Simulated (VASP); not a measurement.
Set up this calculation in VASP 6.6.1, as the native input.

```yaml
Task: single point
Functional: LDA
Potentials_or_basis: VASP PAW LDA potentials, release 64 (In_d)
Cutoff: 520 eV
k_mesh: 17 × 17 × 17
Occupations: fermi-dirac, width 0.1 eV
Spin: no spin polarisation
Dipole_correction: no
Further_INCAR_settings: ALGO = Normal; EDIFF = 1e-07; NBANDS = 12
```

The structure of In lies in POSCAR:

```
In
1.0
   -1.5539845609      1.5539845609      1.5539845609
    1.5539845609     -1.5539845609      1.5539845609
    1.5539845609      1.5539845609     -1.5539845609
In
1
Direct
    0.0000000000      0.0000000000      0.0000000000
```

The input as run:

INCAR

```
ALGO     = Normal         # electronic algorithm
EDIFF    = 1E-7           # SCF threshold, eV
ENCUT    = 520            # plane-wave cutoff, eV
GGA      = CA             # functional
ISIF     = 2              # what is computed and relaxed
ISMEAR   = -1             # smearing method
LASPH    = True           # aspherical terms in the spheres
LCHARG   = True           # write CHGCAR
LELF     = True           # ELF
LREAL    = False          # projectors in reciprocal space
LVHAR    = True         
LWAVE    = False          # write WAVECAR
NBANDS   = 12             # bands
NELM     = 80             # most SCF steps
PREC     = Accurate       # precision mode
SIGMA    = 0.1            # smearing width, eV
```

KPOINTS

```
k-points
0
Gamma
  17 17 17
```

Potentials or basis: VASP PAW LDA potentials, release 64 (In_d).

Launch:

```sh
$ cat potpaw_LDA.64/In_d/POTCAR > POTCAR
$ mpirun -np 1 vasp_std > vasp.out
```

It gave:

The pressure is 90.9 GPa.

It took 39 s on 1 thread of AMD EPYC 7R13, with other jobs on the host, peak memory 0.11 GiB.
